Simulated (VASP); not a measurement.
Write the native input for VASP 6.6.1 that does the following.

```yaml
Task: single point
Functional: PBE
Potentials_or_basis: VASP PAW PBE potentials, release 64 (Te)
Cutoff: 520 eV
k_mesh: 10 × 10 × 10
Occupations: fermi-dirac, width 0.1 eV
Spin: no spin polarisation
Dipole_correction: no
Further_INCAR_settings: ALGO = Normal; EDIFF = 1e-06; NBANDS = 13
```

The structure of Te lies in POSCAR:

```
Te
1.0
    0.0000000000      3.2788292006      3.2788292006
    3.2788292006      0.0000000000      3.2788292006
    3.2788292006      3.2788292006      0.0000000000
Te
2
Direct
   -0.1250000000     -0.1250000000     -0.1250000000
    0.1250000000      0.1250000000      0.1250000000
```

This isn't the form of Te at room conditions, which is trigonal, of chains.

These files were run (other wordings do the same):

INCAR

```
PREC = Accurate ; ENCUT = 520
EDIFF = 1E-6 ; ISMEAR = -1
SIGMA = 0.1 ; LREAL = F
LASPH = T ; NELM = 80
ALGO = Normal ; ISIF = 2
LWAVE = F ; LCHARG = F
GGA = PE ; NBANDS = 13
```

KPOINTS

```
Automatic mesh
0
Gamma
  10 10 10
```

Potentials or basis: VASP PAW PBE potentials, release 64 (Te).

The run is started by

```console
$ cat potpaw_PBE.64/Te/POTCAR > POTCAR
$ mpirun -np 1 vasp_std > vasp.out
```

Results of the run:

| Item | Value |
| --- | --- |
| Pressure | 13.1 GPa |
| Band gap on the k mesh | zero (bands 6 and 7 overlap by 1.56 eV) |

Caveat: the cell stands under pressure; spin-orbit coupling is left out, which moves the levels of the heavy elements.

Wall time 26 s on 1 thread of Intel(R) Xeon(R) Platinum 8259CL CPU @ 2.50GHz (Skylake/Cascade Lake), on a shared host, peak memory 0.22 GiB.
